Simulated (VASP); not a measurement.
# BeSe5 (F-43m) in VASP: a series of runs, part 2 of 3

VASP 6.6.1.

## 3. Single point, PBE

This run uses another cell than the first one, of 25.86 Å³/atom, 1.200 times its volume.

INCAR

```
SYSTEM = BeSe5
PREC = Accurate
ENCUT = 520
EDIFF = 1E-7
ISMEAR = 0
SIGMA = 0.1
LREAL = .FALSE.
LASPH = .TRUE.
NELM = 60
ALGO = Normal
ISIF = 2
LWAVE = .FALSE.
LCHARG = .FALSE.
GGA = PE
NBANDS = 25
```

KPOINTS

```
Automatic mesh
0
G
  4 4 4
  0 0 0
```

POSCAR

```
BeSe5
1.0
    0.0000000000      4.2649855100      4.2649855100
    4.2649855100      0.0000000000      4.2649855100
    4.2649855100      4.2649855100      0.0000000000
Be Se
1 5
Direct
    0.0000000000      0.0000000000      0.0000000000
    0.2500000000      0.2500000000      0.2500000000
    0.1261565700      0.6246144800      0.6246144800
    0.6246144800      0.6246144800      0.6246144800
    0.6246144800      0.6246144800      0.1261565700
    0.6246144800      0.1261565700      0.6246144800
```

Potentials or basis: VASP PAW PBE potentials, release 64 (Be, Se).

The run is started by

```sh
cat potpaw_PBE.64/Be/POTCAR potpaw_PBE.64/Se/POTCAR > POTCAR
mpirun -np 1 vasp_std > vasp.out
```

OUTCAR:

```text
SYSTEM = BeSe5
   PREC = Accurate
   ENCUT = 520
   EDIFF = 1E-7
   ISMEAR = 0
   LREAL = .FALSE.
   LASPH = .TRUE.
   NELM = 60
   ISIF = 2
   GGA = PE

 ion  position               nearest neighbor table
   1  0.000  0.000  0.000-
   2  0.250  0.250  0.250-
   3  0.126  0.625  0.625-
   4  0.625  0.625  0.625-
   5  0.625  0.625  0.126-
   6  0.625  0.126  0.625-

  LATTYP: Found a face centered cubic cell.
 ALAT       =     8.5299710200

  Lattice vectors:

 A1 = (   0.0000000000,   4.2649855100,   4.2649855100)
 A2 = (   4.2649855100,   0.0000000000,   4.2649855100)
 A3 = (   4.2649855100,   4.2649855100,   0.0000000000)

Analysis of symmetry for initial positions (statically):
=====================================================================
 Subroutine PRICEL returns:
 Original cell was already a primitive cell.

 Routine SETGRP: Setting up the symmetry group for a
 face centered cubic supercell.

[... 155 lines left out ...]

  energy without entropy =      -14.23059493  energy(sigma->0) =      -14.26548289

 E-fermi :   2.6177     XC(G=0):  -9.0632

 val. band max:        2.5477805121   @ k =  -0.2500   0.5000   0.2500
 cond. band min:       2.6276345341   @ k =   0.5000   0.2500   0.0000
 fundamental gap:      0.0798540220
 Fermi energy:         2.6177473334

 k-point     1 :       0.0000    0.0000    0.0000
  band No.  band energies     occupation
      1     -12.1554      2.00000
      2      -9.3967      2.00000
      3      -9.3967      2.00000
      4      -9.3967      2.00000
      5      -8.8651      2.00000
      6      -3.8830      2.00000
[... 213 lines left out ...]
     24       6.0243      0.00000
     25      10.2435      0.00000

------------------------ aborting loop because EDIFF is reached ----------------------------------------

  FORCE on cell =-STRESS in cart. coord.  units (eV):
  Direction    XX          YY          ZZ          XY          YZ          ZX
  --------------------------------------------------------------------------------------
  -------------------------------------------------------------------------------------
  Total       -6.4210013     -6.4210013     -6.4210013      0.0000000      0.0000000     -0.0000000
  in kB      -66.3026157    -66.3026157    -66.3026157      0.0000000      0.0000000     -0.0000000
  external PRESSURE =     -66.3026157 kB  Pullay stress =       0.0000000 kB

 VOLUME and BASIS-vectors are now :
 -----------------------------------------------------------------------------
  energy-cutoff  :      520.00
  volume of cell :      155.16
      direct lattice vectors                 reciprocal lattice vectors
     0.000000000  4.264985510  4.264985510    -0.117233693  0.117233693  0.117233693
     4.264985510  0.000000000  4.264985510     0.117233693 -0.117233693  0.117233693
     4.264985510  4.264985510  0.000000000     0.117233693  0.117233693 -0.117233693

 POSITION                                       TOTAL-FORCE (eV/Angst)
 -----------------------------------------------------------------------------------
      0.00000      0.00000      0.00000        -0.000000     -0.000000     -0.000000
      2.13249      2.13249      2.13249        -0.000000     -0.000000     -0.000000
      5.32794      3.20203      3.20203         0.000893     -0.000893     -0.000893
      5.32794      5.32794      5.32794         0.000893      0.000893      0.000893
      3.20203      3.20203      5.32794        -0.000893     -0.000893      0.000893
      3.20203      5.32794      3.20203        -0.000893      0.000893     -0.000893
 -----------------------------------------------------------------------------------
    total drift:                               -0.000033     -0.000033     -0.000033

  FREE ENERGIE OF THE ION-ELECTRON SYSTEM (eV)
  ---------------------------------------------------
  free  energy   TOTEN  =       -14.3003708442 eV

  energy  without entropy=      -14.2305949289  energy(sigma->0) =      -14.26548289
```

OSZICAR:

```text
N       E                     dE             d eps       ncg     rms          rms(c)
DAV:   1     0.152661246440E+03    0.15266E+03   -0.12669E+04   400   0.107E+03
DAV:   2    -0.160558604534E+01   -0.15427E+03   -0.14401E+03   547   0.168E+02
DAV:   3    -0.150344035618E+02   -0.13429E+02   -0.13048E+02   470   0.553E+01
DAV:   4    -0.152031784035E+02   -0.16877E+00   -0.16773E+00   416   0.737E+00
DAV:   5    -0.152047116361E+02   -0.15332E-02   -0.15328E-02   463   0.728E-01    0.644E+00
DAV:   6    -0.158272317343E+02   -0.62252E+00   -0.46393E+00   481   0.828E+00    0.800E+00
DAV:   7    -0.143472152918E+02    0.14800E+01   -0.28024E+00   482   0.426E+00    0.289E+00
DAV:   8    -0.143037019224E+02    0.43513E-01   -0.17707E-01   438   0.186E+00    0.113E+00
DAV:   9    -0.143058967648E+02   -0.21948E-02   -0.44834E-02   442   0.789E-01    0.503E-01
DAV:  10    -0.143006904209E+02    0.52063E-02   -0.14015E-02   440   0.396E-01    0.173E-01
DAV:  11    -0.143003412998E+02    0.34912E-03   -0.10917E-03   443   0.120E-01    0.565E-02
DAV:  12    -0.143003842723E+02   -0.42972E-04   -0.11881E-04   419   0.553E-02    0.234E-02
DAV:  13    -0.143003776488E+02    0.66234E-05   -0.57241E-05   437   0.259E-02    0.181E-02
DAV:  14    -0.143003711141E+02    0.65347E-05   -0.13943E-05   442   0.133E-02    0.433E-03
DAV:  15    -0.143003707880E+02    0.32606E-06   -0.10549E-06   438   0.482E-03    0.897E-04
DAV:  16    -0.143003708442E+02   -0.56110E-07   -0.10349E-07   289   0.155E-03
   1 F= -.14300371E+02 E0= -.14265483E+02  d E =-.697759E-01
```

stdout:

```text
POSCAR found type information on POSCAR BeSe
 POSCAR found :  2 types and       6 ions
 scaLAPACK will be used
 LDA part: xc-table for (Slater+PW92), standard interpolation
 POSCAR, INCAR and KPOINTS ok, starting setup
 FFT: planning ... GRIDC
 FFT: planning ... GRID_SOFT
 FFT: planning ... GRID
 WAVECAR not read
 entering main loop
```

It took 31 s on 1 thread of AMD EPYC 9R45 (Zen 5), shared host; peak memory 0.26 GiB.

Results:

```yaml
Free_energy: -14.3004 eV
Pressure: -6.6 GPa
Band_gap_on_the_k_mesh: zero (band 16 reaches 3.61 eV, above the bottom of band 17 at 2.63 eV)
```

Levels at points of the mesh, in eV from the Fermi level:
```
           k point  band 12  band 13  band 14  band 15  band 16  band 17  band 18  band 19
(0.00, 0.00, 0.00)    -1.38    -1.15    -1.15    -1.15     1.00     1.00     1.00     1.64
(0.50, 0.00, 0.00)    -2.03    -1.74    -1.74    -1.06     0.03     0.11     0.11     1.03
(0.50, 0.50, 0.00)    -1.74    -1.74    -1.49    -1.46    -0.40     0.04     0.04     0.23
```

## 4. Relaxation of cell and atoms, PBE

This run uses another cell than the first one, of 25.86 Å³/atom, 1.200 times its volume.

INCAR

```
SYSTEM = BeSe5
PREC = Accurate
ENCUT = 600
EDIFF = 1E-6
ISMEAR = 0
SIGMA = 0.1
LREAL = .False.
LASPH = .True.
NELM = 100
ALGO = Normal
ISIF = 3
LWAVE = .False.
LCHARG = .False.
GGA = PE
IBRION = 2
NSW = 90
EDIFFG = -0.04
```

KPOINTS

```
Automatic mesh
0
Gamma
  4 4 4
  0 0 0
```

POSCAR is that of step 3.

The run is started by

```sh
cat potpaw_PBE.64/Be/POTCAR potpaw_PBE.64/Se/POTCAR > POTCAR
mpirun -np 1 vasp_std > vasp.out
```

Wall time 97 s (1 thread of AMD EPYC 9R45 (Zen 5), shared host); peak memory 0.32 GiB.

It converged, with:

- Free energy: -14.9375 eV
- Relaxed volume: 21.63 Å³/atom
- Relaxed cell: a = 5.683 Å, b = 5.683 Å, c = 5.683 Å, α = 60.00°, β = 60.00°, γ = 60.00°
- Space group after relaxing (to 0.05 Å): F-43m (No. 216)
- Energy gained by relaxing: 106.2 meV/atom
- Ionic steps: 6
- Pressure after relaxing: -0.2 GPa
- Largest force after relaxing: 0.032 eV/Å
- Band gap on the k mesh: zero (band 16 reaches 5.78 eV, above the bottom of band 17 at 4.45 eV)

Forces in eV/Å, atoms in the order of the input:
```
Be   0.000  0.000  0.000
Se   0.000  0.000  0.000
Se   0.018 -0.018 -0.018
Se   0.018  0.018  0.018
Se  -0.018 -0.018  0.018
Se  -0.018  0.018 -0.018
```

Step by step:
```
step  energy change (eV)  largest force (eV/Å)  pressure (GPa)  volume (Å³)
   1              0.0000                0.0015           -6.63       155.16
   2             -0.6240                0.0444           -1.24       132.35
   3             -0.6362                0.0550           -0.07       129.43
   4             -0.6361                0.0569            0.13       128.95
   5             -0.6368                0.0460           -0.02       129.29
   6             -0.6371                0.0320           -0.22       129.76
```

Final structure:
```
Be Se
1.0
     0.00000    4.01830    4.01830
     4.01830    0.00000    4.01830
     4.01830    4.01830    0.00000
Be Se
1 5
Cartesian
  0.0000 0.0000 0.0000
  2.0091 2.0091 2.0091
  5.0237 3.0129 3.0129
  5.0237 5.0237 5.0237
  3.0129 3.0129 5.0237
  3.0129 5.0237 3.0129
```

Levels at points of the mesh, in eV from the Fermi level:
```tsv
k point	band 13	band 14	band 15	band 16	band 17	band 18
(0.00, 0.00, 0.00)	-1.68	-1.68	-1.58	1.37	1.37	1.37
(0.50, 0.00, 0.00)	-2.26	-2.26	-1.24	0.09	0.16	0.16
(0.50, 0.50, 0.00)	-2.30	-1.95	-1.91	-0.59	0.03	0.03
```

Caveat: the volume moved by over 15 % at a fixed basis, so the end points are rough.

[end of part 2 of 3]
